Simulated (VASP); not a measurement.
# HgH2 (Pn-3m) in VASP: a series of runs

Runs on HgH2. Level: PBE. Tasks: single point.

Program: VASP 6.6.1. These are calculated values, not measurements. Logs are shortened: lines on timing, memory, paths and dates and some standing lists are left out, and cuts for length are marked.

## 1. The cell of the first run

It takes space group Pn-3m (No. 224, cubic). Conventional cell: a = 4.338 Å, b = 4.338 Å, c = 4.338 Å, α = 90.00°, β = 90.00°, γ = 90.00°. Hg (site symmetry -43m) has 4 H at 1.88 Å within 2.5 Å. H (site symmetry -3m) has 2 Hg at 1.88 Å within 2.5 Å.

## 2. Single point, PBE

File INCAR:

```
SYSTEM = HgH2
PREC = Accurate ; ENCUT = 520
EDIFF = 1E-6 ; ISMEAR = 0
SIGMA = 0.1 ; LREAL = .FALSE.
LASPH = .TRUE. ; NELM = 100
ALGO = Normal ; ISIF = 2
LWAVE = .FALSE. ; LCHARG = .TRUE.
GGA = PE ; LELF = .TRUE.
LVHAR = .TRUE. ; NBANDS = 23
```

File KPOINTS:

```
Automatic mesh
0
G
  8 8 8
  0 0 0
```

File POSCAR:

```
HgH2
1.0
    4.3377668766      0.0000000000      0.0000000000
    0.0000000000      4.3377668766      0.0000000000
    0.0000000000      0.0000000000      4.3377668766
Hg H
2 4
Direct
    0.0000000000      0.0000000000      0.0000000000
    0.5000000000      0.5000000000      0.5000000000
    0.2500000000      0.2500000000      0.2500000000
    0.2500000000      0.7500000000      0.7500000000
    0.7500000000      0.7500000000      0.2500000000
    0.7500000000      0.2500000000      0.7500000000
```

Potentials or basis: VASP PAW PBE potentials, release 64 (Hg, H).

On the command line:

```console
$ cat potpaw_PBE.64/Hg/POTCAR potpaw_PBE.64/H/POTCAR > POTCAR
$ mpirun -np 1 vasp_std > vasp.out
```

OUTCAR:

```text
SYSTEM = HgH2
   PREC = Accurate
   ENCUT = 520
   EDIFF = 1E-6
   ISMEAR = 0
   LREAL = .FALSE.
   LASPH = .TRUE.
   NELM = 100
   ISIF = 2
   GGA = PE

 ion  position               nearest neighbor table
   1  0.000  0.000  0.000-   3 1.88   4 1.88   5 1.88   6 1.88   2 3.76   2 3.76   2 3.76   2 3.76
                             2 3.76   2 3.76   2 3.76   2 3.76
   2  0.500  0.500  0.500-   3 1.88   4 1.88   5 1.88   6 1.88   1 3.76   1 3.76   1 3.76   1 3.76
                             1 3.76   1 3.76   1 3.76   1 3.76
   3  0.250  0.250  0.250-   1 1.88   2 1.88
   4  0.250  0.750  0.750-   1 1.88   2 1.88
   5  0.750  0.750  0.250-   1 1.88   2 1.88
   6  0.750  0.250  0.750-   1 1.88   2 1.88

  LATTYP: Found a simple cubic cell.
 ALAT       =     4.3377668766

  Lattice vectors:

 A1 = (   4.3377668766,   0.0000000000,   0.0000000000)
 A2 = (   0.0000000000,   4.3377668766,   0.0000000000)
 A3 = (   0.0000000000,   0.0000000000,   4.3377668766)

Analysis of symmetry for initial positions (statically):
=====================================================================
 Subroutine PRICEL returns:
 Original cell was already a primitive cell.

 Routine SETGRP: Setting up the symmetry group for a
 simple cubic supercell.

 Subroutine GETGRP returns: Found 48 space group operations
 (whereof 24 operations were pure point group operations)
 out of a pool of 48 trial point group operations.

The static configuration has the point symmetry T_d .
 The point group associated with its full space group is O_h .

Analysis of symmetry for dynamics (positions and initial velocities):
=====================================================================
 Subroutine PRICEL returns:
 Original cell was already a primitive cell.

 Routine SETGRP: Setting up the symmetry group for a
 simple cubic supercell.

 Subroutine GETGRP returns: Found 48 space group operations
 (whereof 24 operations were pure point group operations)
 out of a pool of 48 trial point group operations.

The dynamic configuration has the point symmetry T_d .
 The point group associated with its full space group is O_h .

 Subroutine INISYM returns: Found 48 space group operations
 (whereof 24 operations are pure point group operations),
 and found     1 'primitive' translations

----------------------------------------------------------------------------------------

                                     Primitive cell

  volume of cell :      81.6204

  direct lattice vectors                    reciprocal lattice vectors
     4.337766877  0.000000000  0.000000000     0.230533366  0.000000000  0.000000000
     0.000000000  4.337766877  0.000000000     0.000000000  0.230533366  0.000000000
     0.000000000  0.000000000  4.337766877     0.000000000  0.000000000  0.230533366

  length of vectors
     4.337766877  4.337766877  4.337766877     0.230533366  0.230533366  0.230533366

  position of ions in fractional coordinates (direct lattice)
     0.000000000  0.000000000  0.000000000
     0.500000000  0.500000000  0.500000000
     0.250000000  0.250000000  0.250000000
     0.250000000  0.750000000  0.750000000
     0.750000000  0.750000000  0.250000000
     0.750000000  0.250000000  0.750000000

  ion indices of the primitive-cell ions
   primitive index   ion index
                 1           1
                 2           2
                 3           3
                 4           4
                 5           5
                 6           6

----------------------------------------------------------------------------------------

 KPOINTS: Automatic mesh

Automatic generation of k-mesh.
 Grid dimensions read from file:
 generate k-points for:    8    8    8

 Generating k-lattice:

  Cartesian coordinates                     Fractional coordinates (reciprocal lattice)
     0.028816671  0.000000000  0.000000000     0.125000000  0.000000000  0.000000000
     0.000000000  0.028816671  0.000000000     0.000000000  0.125000000  0.000000000
     0.000000000  0.000000000  0.028816671     0.000000000  0.000000000  0.125000000

  Length of vectors
     0.028816671  0.028816671  0.028816671

  Shift w.r.t. Gamma in fractional coordinates (k-lattice)
     0.000000000  0.000000000  0.000000000

 Subroutine IBZKPT returns following result:
 ===========================================

 Found     35 irreducible k-points:

 Following reciprocal coordinates:
            Coordinates               Weight
  0.000000  0.000000  0.000000      1.000000
  0.125000  0.000000  0.000000      6.000000
  0.250000  0.000000  0.000000      6.000000
  0.375000  0.000000  0.000000      6.000000
  0.500000  0.000000  0.000000      3.000000
  0.125000  0.125000  0.000000     12.000000
[... 16 lines left out ...]
  0.375000  0.375000  0.125000     24.000000
  0.500000  0.375000  0.125000     24.000000
 [... further k-points ...]
   k-points           NKPTS =     35   k-points in BZ     NKDIM =     35   number of bands    NBANDS=     23
   number of dos      NEDOS =    301   number of ions     NIONS =      6
   total plane-waves  NPLWV =  32768
   dimension x,y,z NGX =    32 NGY =   32 NGZ =   32
   dimension x,y,z NGXF=    64 NGYF=   64 NGZF=   64
   ions per type =               2   4
   NGX,Y,Z   is equivalent  to a cutoff of  12.26, 12.26, 12.26 a.u.
   NGXF,Y,Z  is equivalent  to a cutoff of  24.53, 24.53, 24.53 a.u.
 SYSTEM =  HgH2
   PREC   = accura    normal or accurate (medium, high low for compatibility)
   ISTART =      0    job   : 0-new  1-cont  2-samecut
   ICHARG =      2    charge: 1-file 2-atom 10-const
   ISPIN  =      1    spin polarized calculation?
   LNONCOLLINEAR =      F non collinear calculations
   LSORBIT =      F    spin-orbit coupling
   LASPH  =      T    aspherical Exc in radial PAW
   ENCUT  =  520.0 eV  38.22 Ry    6.18 a.u.   8.07  8.07  8.07*2*pi/ulx,y,z
   NELM   =    100;   NELMIN=  2; NELMDL= -5     # of ELM steps
   EDIFF  = 0.1E-05   stopping-criterion for ELM
   LREAL  =      F    real-space projection
   EDIFFG = 0.1E-04   stopping-criterion for IOM
   NSW    =      0    number of steps for IOM
   IBRION =     -1    ionic relax: 0-MD 1-quasi-New 2-CG
   NFREE  =      0    steps in history (QN), initial steepest desc. (CG)
   ISIF   =      2    stress and relaxation
   ISYM   =      2    0-nonsym 1-usesym 2-fastsym
   POTIM  = 0.5000    time-step for ionic-motion
   TEBEG  =    0.0;   TEEND  =   0.0 temperature during run
   PSTRESS=    0.0 pullay stress
   NELECT =      28.0000    total number of electrons
   NUPDOWN=      -1.0000    fix difference up-down
   EMIN   =  10.00;   EMAX   =-10.00  energy-range for DOS
   EFERMI =   0.00;   METHOD = LEGACY
   ISMEAR =     0;   SIGMA  =   0.10  broadening in eV -4-tet -1-fermi 0-gaus
   EFERMI_NEDOS =   21; number of points for ismear=-14 and -15
   IALGO  =     38    algorithm
   IMIX   =      4    mixing-type and parameters
     AMIX     =   0.40;   BMIX     =  1.00
     AMIX_MAG =   1.60;   BMIX_MAG =  1.00
  volume/ion in A,a.u.               =      13.60        91.80
  Fermi-wavevector in a.u.,A,eV,Ry     =   1.146026  2.165676 17.869573  1.313377
  Thomas-Fermi vector in A             =   2.282712
   LORBIT       =      0    0 simple, 1 ext, 2 COOP (PROOUT), +10 PAW based schemes
   GGA     = PE    functional components
   LHFCALC =     F    Hartree Fock is set to
   AEXX    =    0.0000 exact exchange contribution
   IVDW    =     0    specifies the selected vdW correction
   LEPSILON=     F    determine dielectric tensor
   LRPA    =     F    only Hartree local field effects (RPA)
 non-spin polarized calculation
 Gauss-broadening in eV      SIGMA  =   0.10
  energy-cutoff  :      520.00
  volume of cell :       81.62
 maximum number of plane-waves:      2272
   NGX = 17   NGY = 17   NGZ = 17

 number of electron      27.9999994 magnetization

 Free energy of the ion-electron system (eV)
  ---------------------------------------------------
  ext. energy  EPLUGINS =         0.00000000
  ---------------------------------------------------
  free energy    TOTEN  =       -11.07022980 eV

  energy without entropy =      -11.06426872  energy(sigma->0) =      -11.06724926

 E-fermi :  -0.4105     XC(G=0):  -9.0642

 val. band max:       -0.4543586558   @ k =   0.3750   0.3750   0.3750
 cond. band min:      -0.3991262446   @ k =   0.3750   0.0000   0.0000
 fundamental gap:      0.0552324112
 Fermi energy:        -0.4105321361

 k-point     1 :       0.0000    0.0000    0.0000
  band No.  band energies     occupation
      1      -8.4083      2.00000
      2      -7.3985      2.00000
      3      -7.3985      2.00000
      4      -7.3985      2.00000
      5      -6.6613      2.00000
      6      -6.6613      2.00000
[... 15 lines left out ...]
     22      10.6056      0.00000
     23      10.6056      0.00000

 k-point     2 :       0.1250    0.0000    0.0000
  band No.  band energies     occupation
      1      -8.3033      2.00000
      2      -7.3999      2.00000
      3      -7.3999      2.00000
      4      -7.3821      2.00000
      5      -6.6423      2.00000
      6      -6.6278      2.00000
[... 15 lines left out ...]
     22      10.8482      0.00000
     23      11.0897      0.00000

 k-point     3 :       0.2500    0.0000    0.0000
  band No.  band energies     occupation
      1      -8.0117      2.00000
      2      -7.4029      2.00000
      3      -7.4029      2.00000
      4      -7.3415      2.00000
      5      -6.5883      2.00000
      6      -6.5400      2.00000
[... 15 lines left out ...]
     22      10.0927      0.00000
     23      11.6388      0.00000
[... 495 lines left out ...]
 k-point    23 :       0.3750    0.3750    0.1250
  band No.  band energies     occupation
      1      -7.6415      2.00000
      2      -7.5811      2.00000
      3      -7.5505      2.00000
      4      -7.3506      2.00000
      5      -6.3841      2.00000
      6      -6.2937      2.00000
[... 15 lines left out ...]
     22      11.1668      0.00000
     23      11.7152      0.00000

 k-point    24 :       0.5000    0.3750    0.1250
  band No.  band energies     occupation
      1      -7.6503      2.00000
      2      -7.5918      2.00000
      3      -7.5729      2.00000
      4      -7.3703      2.00000
      5      -6.3144      2.00000
      6      -6.3003      2.00000
[... 15 lines left out ...]
     22      10.7575      0.00000
     23      12.4535      0.00000

 [... further k-points ...]

------------------------ aborting loop because EDIFF is reached ----------------------------------------

  FORCE on cell =-STRESS in cart. coord.  units (eV):
  Direction    XX          YY          ZZ          XY          YZ          ZX
  --------------------------------------------------------------------------------------
  -------------------------------------------------------------------------------------
  Total        0.0812399      0.0812399      0.0812399     -0.0000000      0.0000000     -0.0000000
  in kB        1.5947091      1.5947091      1.5947091     -0.0000000      0.0000000     -0.0000000
  external PRESSURE =       1.5947091 kB  Pullay stress =       0.0000000 kB

 VOLUME and BASIS-vectors are now :
 -----------------------------------------------------------------------------
  energy-cutoff  :      520.00
  volume of cell :       81.62
      direct lattice vectors                 reciprocal lattice vectors
     4.337766877  0.000000000  0.000000000     0.230533366  0.000000000  0.000000000
     0.000000000  4.337766877  0.000000000     0.000000000  0.230533366  0.000000000
     0.000000000  0.000000000  4.337766877     0.000000000  0.000000000  0.230533366

 POSITION                                       TOTAL-FORCE (eV/Angst)
 -----------------------------------------------------------------------------------
      0.00000      0.00000      0.00000         0.000000     -0.000000     -0.000000
      2.16888      2.16888      2.16888         0.000000      0.000000     -0.000000
      1.08444      1.08444      1.08444         0.000000      0.000000      0.000000
      1.08444      3.25333      3.25333         0.000000      0.000000      0.000000
      3.25333      3.25333      1.08444        -0.000000     -0.000000      0.000000
      3.25333      1.08444      3.25333        -0.000000     -0.000000     -0.000000
 -----------------------------------------------------------------------------------
    total drift:                               -0.000000      0.000000     -0.000000

  FREE ENERGIE OF THE ION-ELECTRON SYSTEM (eV)
  ---------------------------------------------------
  free  energy   TOTEN  =       -11.0702297982 eV

  energy  without entropy=      -11.0642687182  energy(sigma->0) =      -11.06724926
```

It took 16 s on 1 thread of Intel Xeon 6975P-C (Granite Rapids), shared host; peak memory 0.2 GiB.

Results:

* Free energy: -11.0702 eV
* Pressure: 0.2 GPa
* Band gap on the k mesh: zero (band 14 reaches -0.22 eV, above the bottom of band 15 at -1.17 eV)

Caveat: spin-orbit coupling is left out, which moves the levels of the heavy elements.

## 3. Single point, PBE

File INCAR:

```
  ALGO = Normal
  EDIFF = 1E-6
  ENCUT = 520
  GGA = PE
  ISIF = 2
  ISMEAR = 0
  LASPH = True
  LCHARG = False
  LREAL = False
  LWAVE = False
  NBANDS = 23
  NELM = 100
  PREC = Accurate
  SIGMA = 0.1
```

File KPOINTS:

```
k-points
0
Gamma
  10 10 10
```

POSCAR is that of step 2.

Potentials or basis: VASP PAW PBE potentials, release 64 (Hg, H).

On the command line:

```console
$ cat potpaw_PBE.64/Hg/POTCAR potpaw_PBE.64/H/POTCAR > POTCAR
$ mpirun -np 1 vasp_std > vasp.out
```

OUTCAR:

```text
EDIFF = 1E-6
   ENCUT = 520
   GGA = PE
   ISIF = 2
   ISMEAR = 0
   LASPH = True
   LREAL = False
   NELM = 100
   PREC = Accurate

 ion  position               nearest neighbor table
   1  0.000  0.000  0.000-   3 1.88   4 1.88   5 1.88   6 1.88   2 3.76   2 3.76   2 3.76   2 3.76
                             2 3.76   2 3.76   2 3.76   2 3.76
   2  0.500  0.500  0.500-   3 1.88   4 1.88   5 1.88   6 1.88   1 3.76   1 3.76   1 3.76   1 3.76
                             1 3.76   1 3.76   1 3.76   1 3.76
   3  0.250  0.250  0.250-   1 1.88   2 1.88
   4  0.250  0.750  0.750-   1 1.88   2 1.88
   5  0.750  0.750  0.250-   1 1.88   2 1.88
   6  0.750  0.250  0.750-   1 1.88   2 1.88

  LATTYP: Found a simple cubic cell.
 ALAT       =     4.3377668766

  Lattice vectors:

 A1 = (   4.3377668766,   0.0000000000,   0.0000000000)
 A2 = (   0.0000000000,   4.3377668766,   0.0000000000)
 A3 = (   0.0000000000,   0.0000000000,   4.3377668766)

Analysis of symmetry for initial positions (statically):
[... 186 lines left out ...]
 cond. band min:      -0.3319044098   @ k =   0.4000   0.0000   0.0000
 fundamental gap:      0.0735060450
 Fermi energy:        -0.3366166727

 k-point     1 :       0.0000    0.0000    0.0000
  band No.  band energies     occupation
      1      -8.4039      2.00000
      2      -7.3938      2.00000
      3      -7.3938      2.00000
      4      -7.3938      2.00000
      5      -6.6587      2.00000
      6      -6.6587      2.00000
[... 613 lines left out ...]
     22      10.3473      0.00000
     23      10.6945      0.00000

 [... further k-points ...]

------------------------ aborting loop because EDIFF is reached ----------------------------------------

  FORCE on cell =-STRESS in cart. coord.  units (eV):
  Direction    XX          YY          ZZ          XY          YZ          ZX
  --------------------------------------------------------------------------------------
  -------------------------------------------------------------------------------------
  Total        0.1178963      0.1178963      0.1178963      0.0000000      0.0000000     -0.0000000
  in kB        2.3142596      2.3142596      2.3142596      0.0000000      0.0000000     -0.0000000
  external PRESSURE =       2.3142596 kB  Pullay stress =       0.0000000 kB

 VOLUME and BASIS-vectors are now :
 -----------------------------------------------------------------------------
  energy-cutoff  :      520.00
  volume of cell :       81.62
      direct lattice vectors                 reciprocal lattice vectors
     4.337766877  0.000000000  0.000000000     0.230533366  0.000000000  0.000000000
     0.000000000  4.337766877  0.000000000     0.000000000  0.230533366  0.000000000
     0.000000000  0.000000000  4.337766877     0.000000000  0.000000000  0.230533366

 POSITION                                       TOTAL-FORCE (eV/Angst)
 -----------------------------------------------------------------------------------
      0.00000      0.00000      0.00000         0.000000     -0.000000     -0.000000
      2.16888      2.16888      2.16888        -0.000000      0.000000     -0.000000
      1.08444      1.08444      1.08444        -0.000000     -0.000000      0.000000
      1.08444      3.25333      3.25333         0.000000      0.000000      0.000000
      3.25333      3.25333      1.08444        -0.000000      0.000000     -0.000000
      3.25333      1.08444      3.25333         0.000000     -0.000000     -0.000000
 -----------------------------------------------------------------------------------
    total drift:                               -0.000000      0.000000     -0.000000

  FREE ENERGIE OF THE ION-ELECTRON SYSTEM (eV)
  ---------------------------------------------------
  free  energy   TOTEN  =       -11.0713552485 eV

  energy  without entropy=      -11.0678955397  energy(sigma->0) =      -11.06962539
```

Run time: 24 s. Hardware: 1 thread of Intel Xeon 6975P-C (Granite Rapids), shared host; peak memory 0.23 GiB.

What came out:

- Free energy: -11.0714 eV
- Pressure: 0.2 GPa
- Band gap on the k mesh: zero (band 14 reaches -0.21 eV, above the bottom of band 15 at -1.17 eV)

Caveat: spin-orbit coupling is left out, which moves the levels of the heavy elements.
